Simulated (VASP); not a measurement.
# Ti (P6/mmm) in VASP: further runs

The runs below take Ti through single point, with PBEsol.

Everything below comes from runs of VASP 6.6.1. Logs are shortened: lines on timing, memory, paths and dates and some standing lists are left out, and cuts for length are marked.

## Step 1: The cell of the first run

The structure is hexagonal, space group P6/mmm (No. 191). Conventional cell: a = 4.488 Å, b = 4.488 Å, c = 2.798 Å, α = 90.00°, β = 90.00°, γ = 120.00°. Ti (site symmetry 6/mmm) has 14 Ti at 2.80 to 2.94 Å within 3.7 Å. Within 3.4 Å of Ti (site symmetry -6m2) lie 11 Ti at 2.59 to 2.94 Å.

## Step 2: Single point, PBEsol

The input, INCAR:

```
SYSTEM = Ti
PREC = Accurate ; ENCUT = 520
EDIFF = 1E-6 ; ISMEAR = 0
SIGMA = 0.15 ; LREAL = .False.
LASPH = .True. ; NELM = 100
ALGO = Fast ; ISIF = 2
LWAVE = .False. ; LCHARG = .False.
GGA = PS ; NBANDS = 25
```

The input, KPOINTS:

```
Automatic mesh
0
Gamma
  12 12 14
  0 0 0
```

The input, POSCAR:

```
Ti
1.0
    4.4878000000      0.0000000000      0.0000000000
   -2.2439000000      3.8865488071      0.0000000000
    0.0000000000      0.0000000000      2.7983103216
Ti
3
Direct
    0.0000000000      0.0000000000      0.0000000000
    0.3333333333      0.6666666667      0.5000000000
    0.6666666667      0.3333333333      0.5000000000
```

Potentials or basis: VASP PAW PBE potentials, release 64 (Ti_sv).

Run with:

```
$ cat potpaw_PBE.64/Ti_sv/POTCAR > POTCAR
$ mpirun -np 1 vasp_std > vasp.out
```

OUTCAR:

```text
SYSTEM = Ti
   PREC = Accurate
   ENCUT = 520
   EDIFF = 1E-6
   ISMEAR = 0
   LREAL = .False.
   LASPH = .True.
   NELM = 100
   ISIF = 2
   GGA = PS

 ion  position               nearest neighbor table
   1  0.000  0.000  0.000-
   2  0.333  0.667  0.500-   3 2.59   3 2.59   3 2.59
   3  0.667  0.333  0.500-   2 2.59   2 2.59   2 2.59

  LATTYP: Found a hexagonal cell.
 ALAT       =     4.4878000000
 C/A-ratio  =     0.6235372168

  Lattice vectors:

 A1 = (   4.4878000000,   0.0000000000,   0.0000000000)
 A2 = (  -2.2439000000,   3.8865488071,   0.0000000000)
 A3 = (   0.0000000000,   0.0000000000,   2.7983103216)

Analysis of symmetry for initial positions (statically):
=====================================================================
 Subroutine PRICEL returns:
 Original cell was already a primitive cell.

 Routine SETGRP: Setting up the symmetry group for a
 hexagonal supercell.

 Subroutine GETGRP returns: Found 24 space group operations
 (whereof 24 operations were pure point group operations)
 out of a pool of 24 trial point group operations.

The static configuration has the point symmetry D_6h.

Analysis of symmetry for dynamics (positions and initial velocities):
=====================================================================
 Subroutine PRICEL returns:
 Original cell was already a primitive cell.

 Routine SETGRP: Setting up the symmetry group for a
 hexagonal supercell.

 Subroutine GETGRP returns: Found 24 space group operations
 (whereof 24 operations were pure point group operations)
 out of a pool of 24 trial point group operations.

The dynamic configuration has the point symmetry D_6h.

 Subroutine INISYM returns: Found 24 space group operations
 (whereof 24 operations are pure point group operations),
 and found     1 'primitive' translations

----------------------------------------------------------------------------------------

                                     Primitive cell

  volume of cell :      48.8083

  direct lattice vectors                    reciprocal lattice vectors
     4.487800000  0.000000000  0.000000000     0.222826329  0.128648841  0.000000000
    -2.243900000  3.886548807  0.000000000     0.000000000  0.257297682  0.000000000
     0.000000000  0.000000000  2.798310322     0.000000000  0.000000000  0.357358507

  length of vectors
     4.487800000  4.487800000  2.798310322     0.257297682  0.257297682  0.357358507

  position of ions in fractional coordinates (direct lattice)
     0.000000000  0.000000000  0.000000000
     0.333333333  0.666666667  0.500000000
     0.666666667  0.333333333  0.500000000

  ion indices of the primitive-cell ions
   primitive index   ion index
                 1           1
                 2           2
                 3           3

----------------------------------------------------------------------------------------

 KPOINTS: Automatic mesh

Automatic generation of k-mesh.
 Grid dimensions read from file:
 generate k-points for:   12   12   14

 Generating k-lattice:

  Cartesian coordinates                     Fractional coordinates (reciprocal lattice)
     0.018568861  0.010720737  0.000000000     0.083333333 -0.000000000  0.000000000
     0.000000000  0.021441474  0.000000000     0.000000000  0.083333333  0.000000000
     0.000000000  0.000000000  0.025525608     0.000000000  0.000000000  0.071428571

  Length of vectors
     0.021441474  0.021441474  0.025525608

  Shift w.r.t. Gamma in fractional coordinates (k-lattice)
     0.000000000  0.000000000  0.000000000

 Subroutine IBZKPT returns following result:
 ===========================================

 Found    152 irreducible k-points:

 Following reciprocal coordinates:
            Coordinates               Weight
  0.000000  0.000000  0.000000      1.000000
  0.083333  0.000000  0.000000      6.000000
  0.166667  0.000000  0.000000      6.000000
  0.250000  0.000000  0.000000      6.000000
  0.333333  0.000000  0.000000      6.000000
  0.416667  0.000000  0.000000      6.000000
[... 16 lines left out ...]
  0.250000  0.000000  0.071429     12.000000
  0.333333  0.000000  0.071429     12.000000
 [... further k-points ...]
   k-points           NKPTS =    152   k-points in BZ     NKDIM =    152   number of bands    NBANDS=     25
   number of dos      NEDOS =    301   number of ions     NIONS =      3
   total plane-waves  NPLWV =  31104
   dimension x,y,z NGX =    36 NGY =   36 NGZ =   24
   dimension x,y,z NGXF=    72 NGYF=   72 NGZF=   48
   ions per type =               3
   NGX,Y,Z   is equivalent  to a cutoff of  13.34, 13.34, 14.26 a.u.
   NGXF,Y,Z  is equivalent  to a cutoff of  26.67, 26.67, 28.52 a.u.
 SYSTEM =  Ti
   PREC   = accura    normal or accurate (medium, high low for compatibility)
   ISTART =      0    job   : 0-new  1-cont  2-samecut
   ICHARG =      2    charge: 1-file 2-atom 10-const
   ISPIN  =      1    spin polarized calculation?
   LNONCOLLINEAR =      F non collinear calculations
   LSORBIT =      F    spin-orbit coupling
   LASPH  =      T    aspherical Exc in radial PAW
   ENCUT  =  520.0 eV  38.22 Ry    6.18 a.u.   8.34  8.34  5.20*2*pi/ulx,y,z
   NELM   =    100;   NELMIN=  2; NELMDL= -5     # of ELM steps
   EDIFF  = 0.1E-05   stopping-criterion for ELM
   LREAL  =      F    real-space projection
   EDIFFG = 0.1E-04   stopping-criterion for IOM
   NSW    =      0    number of steps for IOM
   IBRION =     -1    ionic relax: 0-MD 1-quasi-New 2-CG
   NFREE  =      0    steps in history (QN), initial steepest desc. (CG)
   ISIF   =      2    stress and relaxation
   ISYM   =      2    0-nonsym 1-usesym 2-fastsym
   POTIM  = 0.5000    time-step for ionic-motion
   TEBEG  =    0.0;   TEEND  =   0.0 temperature during run
   PSTRESS=    0.0 pullay stress
   NELECT =      36.0000    total number of electrons
   NUPDOWN=      -1.0000    fix difference up-down
   EMIN   =  10.00;   EMAX   =-10.00  energy-range for DOS
   EFERMI =   0.00;   METHOD = LEGACY
   ISMEAR =     0;   SIGMA  =   0.15  broadening in eV -4-tet -1-fermi 0-gaus
   EFERMI_NEDOS =   21; number of points for ismear=-14 and -15
   IALGO  =     68    algorithm
   IMIX   =      4    mixing-type and parameters
     AMIX     =   0.40;   BMIX     =  1.00
     AMIX_MAG =   1.60;   BMIX_MAG =  1.00
  volume/ion in A,a.u.               =      16.27       109.79
  Fermi-wavevector in a.u.,A,eV,Ry     =   1.479146  2.795181 29.767835  2.187874
  Thomas-Fermi vector in A             =   2.593340
   LORBIT       =      0    0 simple, 1 ext, 2 COOP (PROOUT), +10 PAW based schemes
   GGA     = PS    functional components
   LHFCALC =     F    Hartree Fock is set to
   AEXX    =    0.0000 exact exchange contribution
   IVDW    =     0    specifies the selected vdW correction
   LEPSILON=     F    determine dielectric tensor
   LRPA    =     F    only Hartree local field effects (RPA)
 non-spin polarized calculation
 RMM-DIIS sequential band-by-band and
 Gauss-broadening in eV      SIGMA  =   0.15
  energy-cutoff  :      520.00
  volume of cell :       48.81
 maximum number of plane-waves:      1337
 NGX is ok and might be reduce to    36
   NGX = 17   NGY = 17   NGZ = 11

 number of electron      36.0000010 magnetization

 Free energy of the ion-electron system (eV)
  ---------------------------------------------------
  ext. energy  EPLUGINS =         0.00000000
  ---------------------------------------------------
  free energy    TOTEN  =       -25.07117499 eV

  energy without entropy =      -25.03949203  energy(sigma->0) =      -25.05533351

 E-fermi :   8.7979     XC(G=0): -11.9508

 val. band max:        8.7957314421   @ k =   0.4167   0.0833   0.1429
 cond. band min:       8.7989751811   @ k =   0.4167   0.0000   0.1429
 fundamental gap:      0.0032437390
 Fermi energy:         8.7978921765

 k-point     1 :       0.0000    0.0000    0.0000
  band No.  band energies     occupation
      1     -47.7596      2.00000
      2     -47.4994      2.00000
      3     -47.2993      2.00000
      4     -24.1937      2.00000
      5     -24.1937      2.00000
      6     -24.1233      2.00000
[... 17 lines left out ...]
     24      10.7569      0.00000
     25      10.7576      0.00000

 k-point     2 :       0.0833    0.0000    0.0000
  band No.  band energies     occupation
      1     -47.7580      2.00000
      2     -47.4977      2.00000
      3     -47.3028      2.00000
      4     -24.2342      2.00000
      5     -24.2273      2.00000
      6     -24.0820      2.00000
[... 17 lines left out ...]
     24      10.4824      0.00000
     25      10.9896      0.00000

 k-point     3 :       0.1667    0.0000    0.0000
  band No.  band energies     occupation
      1     -47.7537      2.00000
      2     -47.4924      2.00000
      3     -47.3128      2.00000
      4     -24.2923      2.00000
      5     -24.2579      2.00000
      6     -24.0219      2.00000
[... 17 lines left out ...]
     24      10.4174      0.00000
     25      11.2729      0.00000

 k-point     4 :       0.2500    0.0000    0.0000
  band No.  band energies     occupation
      1     -47.7480      2.00000
      2     -47.4832      2.00000
      3     -47.3283      2.00000
      4     -24.3437      2.00000
      5     -24.2605      2.00000
      6     -23.9675      2.00000
[... 17 lines left out ...]
     24      10.6930      0.00000
     25      11.5461      0.00000
[... 477 lines left out ...]
 k-point    22 :       0.1667    0.0000    0.0714
  band No.  band energies     occupation
      1     -47.7497      2.00000
      2     -47.4900      2.00000
      3     -47.3098      2.00000
      4     -24.2848      2.00000
      5     -24.2517      2.00000
      6     -24.0207      2.00000
[... 17 lines left out ...]
     24      10.4424      0.00000
     25      11.3739      0.00000

 k-point    23 :       0.2500    0.0000    0.0714
  band No.  band energies     occupation
      1     -47.7443      2.00000
      2     -47.4805      2.00000
      3     -47.3253      2.00000
      4     -24.3353      2.00000
      5     -24.2550      2.00000
      6     -23.9680      2.00000
[... 17 lines left out ...]
     24      10.6721      0.00000
     25      11.6783      0.00000

 k-point    24 :       0.3333    0.0000    0.0714
  band No.  band energies     occupation
      1     -47.7390      2.00000
      2     -47.4676      2.00000
      3     -47.3441      2.00000
      4     -24.3744      2.00000
      5     -24.2300      2.00000
      6     -23.9267      2.00000
[... 17 lines left out ...]
     24      11.0045      0.00000
     25      11.5702      0.00000

 [... further k-points ...]
[... 5 lines left out ...]
  --------------------------------------------------------------------------------------
  -------------------------------------------------------------------------------------
  Total        0.4500846      0.4500846      0.1497099      0.0000000      0.0000000     -0.0000000
  in kB       14.7744458     14.7744458      4.9143664      0.0000000      0.0000000     -0.0000000
  external PRESSURE =      11.4877527 kB  Pullay stress =       0.0000000 kB

 VOLUME and BASIS-vectors are now :
 -----------------------------------------------------------------------------
  energy-cutoff  :      520.00
  volume of cell :       48.81
      direct lattice vectors                 reciprocal lattice vectors
     4.487800000  0.000000000  0.000000000     0.222826329  0.128648841  0.000000000
    -2.243900000  3.886548807  0.000000000     0.000000000  0.257297682  0.000000000
     0.000000000  0.000000000  2.798310322     0.000000000  0.000000000  0.357358507

 POSITION                                       TOTAL-FORCE (eV/Angst)
 -----------------------------------------------------------------------------------
      0.00000      0.00000      0.00000        -0.000000      0.000000      0.000000
     -0.00000      2.59103      1.39916         0.000000      0.000000     -0.000000
      2.24390      1.29552      1.39916        -0.000000      0.000000      0.000000
 -----------------------------------------------------------------------------------
    total drift:                                0.000000      0.000000     -0.000000

  FREE ENERGIE OF THE ION-ELECTRON SYSTEM (eV)
  ---------------------------------------------------
  free  energy   TOTEN  =       -25.0711749871 eV

  energy  without entropy=      -25.0394920267  energy(sigma->0) =      -25.05533351
```

Wall time 4.4 min (1 thread of Intel Xeon 6975P-C (Granite Rapids), shared host); peak memory 0.27 GiB.

Results:

| Property | Result |
| --- | --- |
| Free energy | -25.0712 eV |
| Pressure | 1.1 GPa |
| Band gap on the k mesh | zero (band 18 reaches 9.07 eV, above the bottom of band 19 at 8.70 eV) |

Levels at points of the mesh, in eV from the Fermi level:
| k point | band 14 | band 15 | band 16 | band 17 | band 18 | band 19 | band 20 | band 21 | band 22 | band 23 |
| --- | --- | --- | --- | --- | --- | --- | --- | --- | --- | --- |
| (0.00, 0.00, 0.00) | -2.10 | -0.70 | -0.70 | -0.60 | -0.60 | 0.02 | 0.75 | 1.36 | 1.36 | 1.87 |
| (0.50, 0.00, 0.00) | -3.57 | -2.76 | -0.46 | -0.42 | -0.37 | 0.06 | 0.60 | 1.01 | 1.33 | 1.98 |
| (0.00, 0.00, 0.50) | -2.25 | -2.25 | -1.75 | -1.73 | -1.73 | 1.13 | 1.13 | 1.32 | 1.32 | 3.15 |
| (0.50, 0.00, 0.50) | -2.19 | -1.81 | -1.26 | -0.70 | -0.69 | 0.35 | 0.84 | 1.06 | 1.12 | 2.37 |

Caveat: the PAW data sets were made with another functional, which shifts forces and pressure a little.

(Part 1 of 2 ends here.)
